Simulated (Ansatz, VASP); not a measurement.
Co: VASP beside Ansatz

```
Co
1.0
     2.41745    0.00000    0.00000
    -1.20873    2.09357    0.00000
     0.00000    0.00000    7.87760
Co
4
Direct
  0.00000 0.00000 0.00000
  0.00000 0.00000 0.50000
  0.33333 0.66667 0.25000
  0.66667 0.33333 0.75000
```

Alike in both runs: task single point; functional r2SCAN; k mesh 17 × 17 × 5; occupations fermi-dirac, width 0.1 eV; no spin polarisation.

|  | VASP | Ansatz |
| --- | --- | --- |
| version | VASP 6.6.1 | Ansatz 0.2.0 |
| potentials or method | VASP PAW PBE potentials, release 64 (Co), cutoff 520 eV | plane waves (500 eV) with PAW, scalar-relativistic |
| valence electrons in the cell | 36 | 68 |

```csv
,VASP,Ansatz,Ansatz less VASP
pressure (GPa),0.2,0.0,-0.19
```

VASP's potentials were made for PBE, not for r2SCAN. VASP's potentials hold 36 valence electrons a cell and Ansatz's 68, so a difference there can come from the potentials and not from the codes.
